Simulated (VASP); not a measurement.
# Cu3N (Pm-3m) in VASP: relaxation of the atoms with r2SCAN

Aim: the relaxation of the atoms of Cu3N with r2SCAN.

Program: VASP 6.6.1. These are calculated values, not measurements. Logs are shortened: lines on timing, memory, paths and dates and some standing lists are left out, and cuts for length are marked.

**1. The cell of the first run**

Symmetry: Pm-3m, No. 221, cubic system. The conventional cell has a = 3.785 Å, b = 3.785 Å, c = 3.785 Å, α = 90.00°, β = 90.00°, γ = 90.00°. Within 2.5 Å of Cu (site symmetry 4/mmm) lie 2 N at 1.89 Å. Within 2.5 Å of N (site symmetry m-3m) lie 6 Cu at 1.89 Å.

**2. Relaxation of the atoms, r2SCAN**

The input, POSCAR:

```
Cu3N
1.0
    3.7854712400      0.0000000000      0.0000000000
    0.0000000000      3.7854712400      0.0000000000
    0.0000000000      0.0000000000      3.7854712400
Cu N
3 1
Direct
    0.5000000000      0.0000000000      0.0000000000
    0.0000000000      0.5000000000      0.0000000000
    0.0000000000      0.0000000000      0.5000000000
    0.0000000000      0.0000000000      0.0000000000
```

The input, INCAR.step1:

```
SYSTEM = Cu3N
  PREC = Accurate
  ENCUT = 580
  ISMEAR = -1
  SIGMA = 0.1
  LREAL = .FALSE.
  LASPH = .TRUE.
  NELM = 120
  GGA = PE
  ALGO = Normal
  EDIFF = 1E-5
  LWAVE = .TRUE.
  LCHARG = .FALSE.
  GGA_COMPAT = .FALSE.
  IBRION = 2
  EDIFFG = -0.01
  NELMIN = 4
  NSW = 100
```

The input, INCAR.step2:

```
SYSTEM = Cu3N
  PREC = Accurate
  ENCUT = 580
  EDIFF = 1E-7
  ISMEAR = -1
  SIGMA = 0.1
  LREAL = .FALSE.
  LASPH = .TRUE.
  NELM = 120
  ALGO = Normal
  ISIF = 2
  LWAVE = .FALSE.
  LCHARG = .FALSE.
  METAGGA = R2SCAN
  LMIXTAU = .TRUE.
  IBRION = 2
  NSW = 50
  EDIFFG = -0.01
  ISTART = 1
  GGA_COMPAT = .FALSE.
  NELMIN = 4
```

The input, KPOINTS:

```
Automatic mesh
0
G
  9 9 9
  0 0 0
```

Potentials or basis: VASP PAW PBE potentials, release 64 (Cu, N).

The run is started by

```
> cat potpaw_PBE.64/Cu/POTCAR potpaw_PBE.64/N/POTCAR > POTCAR
> cp INCAR.step1 INCAR
> mpirun -np 1 vasp_std > vasp.out
> cp INCAR.step2 INCAR
> mpirun -np 1 vasp_std > vasp.out
```

OUTCAR:

```text
SYSTEM = Cu3N
   PREC = Accurate
   ENCUT = 580
   EDIFF = 1E-7
   ISMEAR = -1
   LREAL = .FALSE.
   LASPH = .TRUE.
   NELM = 120
   ISIF = 2
   METAGGA = R2SCAN
   IBRION = 2
   NSW = 50
   EDIFFG = -0.01
   ISTART = 1
   NELMIN = 4

 ion  position               nearest neighbor table
   1  0.500  0.000  0.000-   4 1.89   4 1.89   2 2.68   3 2.68   2 2.68   2 2.68   3 2.68   3 2.68
                             3 2.68   2 2.68
   2  0.000  0.500  0.000-   4 1.89   4 1.89   1 2.68   3 2.68   1 2.68   3 2.68   3 2.68   3 2.68
                             1 2.68   1 2.68
   3  0.000  0.000  0.500-   4 1.89   4 1.89   1 2.68   1 2.68   2 2.68   2 2.68   2 2.68   2 2.68
                             1 2.68   1 2.68
   4  0.000  0.000  0.000-   1 1.89   2 1.89   3 1.89   3 1.89   2 1.89   1 1.89

  LATTYP: Found a simple cubic cell.
 ALAT       =     3.7854712400

  Lattice vectors:

 A1 = (   3.7854712400,   0.0000000000,   0.0000000000)
 A2 = (   0.0000000000,   3.7854712400,   0.0000000000)
 A3 = (   0.0000000000,   0.0000000000,   3.7854712400)

Analysis of symmetry for initial positions (statically):
=====================================================================
 Subroutine PRICEL returns:
 Original cell was already a primitive cell.

 Routine SETGRP: Setting up the symmetry group for a
 simple cubic supercell.

 Subroutine GETGRP returns: Found 48 space group operations
 (whereof 48 operations were pure point group operations)
 out of a pool of 48 trial point group operations.

The static configuration has the point symmetry O_h .

Analysis of symmetry for dynamics (positions and initial velocities):
=====================================================================
 Subroutine PRICEL returns:
 Original cell was already a primitive cell.

 Routine SETGRP: Setting up the symmetry group for a
 simple cubic supercell.

 Subroutine GETGRP returns: Found 48 space group operations
 (whereof 48 operations were pure point group operations)
 out of a pool of 48 trial point group operations.

The dynamic configuration has the point symmetry O_h .

 Subroutine INISYM returns: Found 48 space group operations
 (whereof 48 operations are pure point group operations),
 and found     1 'primitive' translations

----------------------------------------------------------------------------------------

                                     Primitive cell

  volume of cell :      54.2450

  direct lattice vectors                    reciprocal lattice vectors
     3.785471240  0.000000000  0.000000000     0.264167903  0.000000000  0.000000000
     0.000000000  3.785471240  0.000000000     0.000000000  0.264167903  0.000000000
     0.000000000  0.000000000  3.785471240     0.000000000  0.000000000  0.264167903

  length of vectors
     3.785471240  3.785471240  3.785471240     0.264167903  0.264167903  0.264167903

  position of ions in fractional coordinates (direct lattice)
     0.500000000  0.000000000  0.000000000
     0.000000000  0.500000000  0.000000000
     0.000000000  0.000000000  0.500000000
     0.000000000  0.000000000  0.000000000

  ion indices of the primitive-cell ions
   primitive index   ion index
                 1           1
                 2           2
                 3           3
                 4           4

----------------------------------------------------------------------------------------

 KPOINTS: Automatic mesh

Automatic generation of k-mesh.
 Grid dimensions read from file:
 generate k-points for:    9    9    9

 Generating k-lattice:

  Cartesian coordinates                     Fractional coordinates (reciprocal lattice)
     0.029351989  0.000000000  0.000000000     0.111111111  0.000000000  0.000000000
     0.000000000  0.029351989  0.000000000     0.000000000  0.111111111  0.000000000
     0.000000000  0.000000000  0.029351989     0.000000000  0.000000000  0.111111111

  Length of vectors
     0.029351989  0.029351989  0.029351989

  Shift w.r.t. Gamma in fractional coordinates (k-lattice)
     0.000000000  0.000000000  0.000000000

 Subroutine IBZKPT returns following result:
 ===========================================

 Found     35 irreducible k-points:

 Following reciprocal coordinates:
            Coordinates               Weight
  0.000000  0.000000  0.000000      1.000000
  0.111111  0.000000  0.000000      6.000000
  0.222222  0.000000  0.000000      6.000000
  0.333333  0.000000  0.000000      6.000000
  0.444444  0.000000  0.000000      6.000000
  0.111111  0.111111  0.000000     12.000000
[... 16 lines left out ...]
  0.333333  0.333333  0.111111     24.000000
  0.444444  0.333333  0.111111     48.000000
 [... further k-points ...]
   k-points           NKPTS =     35   k-points in BZ     NKDIM =     35   number of bands    NBANDS=     23
   number of dos      NEDOS =    301   number of ions     NIONS =      4
   total plane-waves  NPLWV =  27000
   dimension x,y,z NGX =    30 NGY =   30 NGZ =   30
   dimension x,y,z NGXF=    60 NGYF=   60 NGZF=   60
   ions per type =               3   1
   NGX,Y,Z   is equivalent  to a cutoff of  13.18, 13.18, 13.18 a.u.
   NGXF,Y,Z  is equivalent  to a cutoff of  26.35, 26.35, 26.35 a.u.
 SYSTEM =  Cu3N
   PREC   = accura    normal or accurate (medium, high low for compatibility)
   ISTART =      1    job   : 0-new  1-cont  2-samecut
   ICHARG =      0    charge: 1-file 2-atom 10-const
   ISPIN  =      1    spin polarized calculation?
   LNONCOLLINEAR =      F non collinear calculations
   LSORBIT =      F    spin-orbit coupling
   LASPH  =      T    aspherical Exc in radial PAW
   ENCUT  =  580.0 eV  42.63 Ry    6.53 a.u.   7.43  7.43  7.43*2*pi/ulx,y,z
   NELM   =    120;   NELMIN=  4; NELMDL=  0     # of ELM steps
   EDIFF  = 0.1E-06   stopping-criterion for ELM
   LREAL  =      F    real-space projection
   EDIFFG = -.1E-01   stopping-criterion for IOM
   NSW    =     50    number of steps for IOM
   IBRION =      2    ionic relax: 0-MD 1-quasi-New 2-CG
   NFREE  =      1    steps in history (QN), initial steepest desc. (CG)
   ISIF   =      2    stress and relaxation
   ISYM   =      2    0-nonsym 1-usesym 2-fastsym
   POTIM  = 0.5000    time-step for ionic-motion
   TEBEG  =    0.0;   TEEND  =   0.0 temperature during run
   PSTRESS=    0.0 pullay stress
   NELECT =      38.0000    total number of electrons
   NUPDOWN=      -1.0000    fix difference up-down
   EMIN   =  10.00;   EMAX   =-10.00  energy-range for DOS
   EFERMI =   0.00;   METHOD = LEGACY
   ISMEAR =    -1;   SIGMA  =   0.10  broadening in eV -4-tet -1-fermi 0-gaus
   EFERMI_NEDOS =   21; number of points for ismear=-14 and -15
   IALGO  =     38    algorithm
   IMIX   =      4    mixing-type and parameters
     AMIX     =   0.40;   BMIX     =  1.00
     AMIX_MAG =   1.60;   BMIX_MAG =  1.00
  volume/ion in A,a.u.               =      13.56        91.52
  Fermi-wavevector in a.u.,A,eV,Ry     =   1.453950  2.747567 28.762308  2.113970
  Thomas-Fermi vector in A             =   2.571157
   LORBIT       =      0    0 simple, 1 ext, 2 COOP (PROOUT), +10 PAW based schemes
   METAGGA = R2SCAN    functional components
   LHFCALC =     F    Hartree Fock is set to
   AEXX    =    0.0000 exact exchange contribution
   IVDW    =     0    specifies the selected vdW correction
   LEPSILON=     F    determine dielectric tensor
   LRPA    =     F    only Hartree local field effects (RPA)
 conjugate gradient relaxation of ions
 non-spin polarized calculation
  energy-cutoff  :      580.00
  volume of cell :       54.25
 maximum number of plane-waves:      1747
 NGX is ok and might be reduce to    30
   NGX = 15   NGY = 15   NGZ = 15

 number of electron      37.9999995 magnetization

 Free energy of the ion-electron system (eV)
  ---------------------------------------------------
  ext. energy  EPLUGINS =         0.00000000
  ---------------------------------------------------
  free energy    TOTEN  =       -40.71843366 eV

  energy without entropy =      -40.71619435  energy(sigma->0) =      -40.71731401

 E-fermi :   5.2825     XC(G=0): -11.5667

 val. band max:        4.8441515167   @ k =   0.4444   0.4444   0.4444
 cond. band min:       5.6397906220   @ k =   0.4444   0.4444   0.0000
 fundamental gap:      0.7956391053
 Fermi energy:         5.2824719698

 k-point     1 :       0.0000    0.0000    0.0000
  band No.  band energies     occupation
      1     -12.9239      2.00000
      2      -0.4270      2.00000
      3      -0.0267      2.00000
      4      -0.0267      2.00000
      5      -0.0267      2.00000
      6       0.9249      2.00000
[... 15 lines left out ...]
     22      10.7639      0.00000
     23      12.0643      0.00000

 k-point     2 :       0.1111    0.0000    0.0000
  band No.  band energies     occupation
      1     -12.8778      2.00000
      2      -0.6774      2.00000
      3      -0.1744      2.00000
      4      -0.1744      2.00000
      5      -0.1377      2.00000
      6       0.9381      2.00000
[... 15 lines left out ...]
     22      10.8426      0.00000
     23      12.1231      0.00000

 k-point     3 :       0.2222    0.0000    0.0000
  band No.  band energies     occupation
      1     -12.7567      2.00000
      2      -1.5108      2.00000
      3      -0.4390      2.00000
      4      -0.4390      2.00000
      5       0.0854      2.00000
      6       0.9726      2.00000
[... 15 lines left out ...]
     22      11.0874      0.00000
     23      12.2779      0.00000
[... 495 lines left out ...]
 k-point    23 :       0.3333    0.3333    0.1111
  band No.  band energies     occupation
      1     -12.2445      2.00000
      2      -2.4658      2.00000
      3      -2.4556      2.00000
      4      -1.3497      2.00000
      5       1.2067      2.00000
      6       1.5198      2.00000
[... 15 lines left out ...]
     22       9.7015      0.00000
     23      11.0826      0.00000

 k-point    24 :       0.4444    0.3333    0.1111
  band No.  band energies     occupation
      1     -12.1415      2.00000
      2      -2.8759      2.00000
      3      -2.5010      2.00000
      4      -1.4340      2.00000
      5       1.4846      2.00000
      6       1.5875      2.00000
[... 15 lines left out ...]
     22       9.6455      0.00000
     23      10.7763      0.00000

 [... further k-points ...]
[... 5 lines left out ...]
  --------------------------------------------------------------------------------------
  -------------------------------------------------------------------------------------
  Total        0.3305090      0.3305090      0.3305090     -0.0000000     -0.0000000     -0.0000000
  in kB        9.7618910      9.7618910      9.7618910     -0.0000000     -0.0000000     -0.0000000
  external PRESSURE =       9.7618910 kB  Pullay stress =       0.0000000 kB

 VOLUME and BASIS-vectors are now :
 -----------------------------------------------------------------------------
  energy-cutoff  :      580.00
  volume of cell :       54.25
      direct lattice vectors                 reciprocal lattice vectors
     3.785471240  0.000000000  0.000000000     0.264167903  0.000000000  0.000000000
     0.000000000  3.785471240  0.000000000     0.000000000  0.264167903  0.000000000
     0.000000000  0.000000000  3.785471240     0.000000000  0.000000000  0.264167903

 POSITION                                       TOTAL-FORCE (eV/Angst)
 -----------------------------------------------------------------------------------
      1.89274      0.00000      0.00000         0.000000      0.000000      0.000000
      0.00000      1.89274      0.00000         0.000000      0.000000      0.000000
      0.00000      0.00000      1.89274         0.000000      0.000000      0.000000
      0.00000      0.00000      0.00000         0.000000      0.000000      0.000000
 -----------------------------------------------------------------------------------
    total drift:                                0.000000      0.000000      0.000000

  FREE ENERGIE OF THE ION-ELECTRON SYSTEM (eV)
  ---------------------------------------------------
  free  energy   TOTEN  =       -40.7184336591 eV

  energy  without entropy=      -40.7161943523  energy(sigma->0) =      -40.71731401

 reached required accuracy - stopping structural energy minimisation
```

Wall time 2.7 min (1 thread of Intel Xeon Platinum 8488C (Sapphire Rapids), shared host); peak memory 0.2 GiB.

What came out:

- Free energy: -40.7184 eV
- Pressure after relaxing: 1.0 GPa
- Band gap on the k mesh: 0.80 eV (least direct gap 1.25 eV)

Final structure:
```
Cu N
1.0
     3.78547    0.00000    0.00000
     0.00000    3.78547    0.00000
     0.00000    0.00000    3.78547
Cu N
3 1
Cartesian
  1.8927 0.0000 0.0000
  0.0000 1.8927 0.0000
  0.0000 0.0000 1.8927
  0.0000 0.0000 0.0000
```

Caveat: the relaxation stopped at its first step, so nothing moved; semilocal functionals underestimate gaps, and a narrow one can read as zero; the PAW data sets were made with another functional, which shifts forces and pressure a little; an odd mesh through Γ misses points on the zone boundary, where band edges can lie.
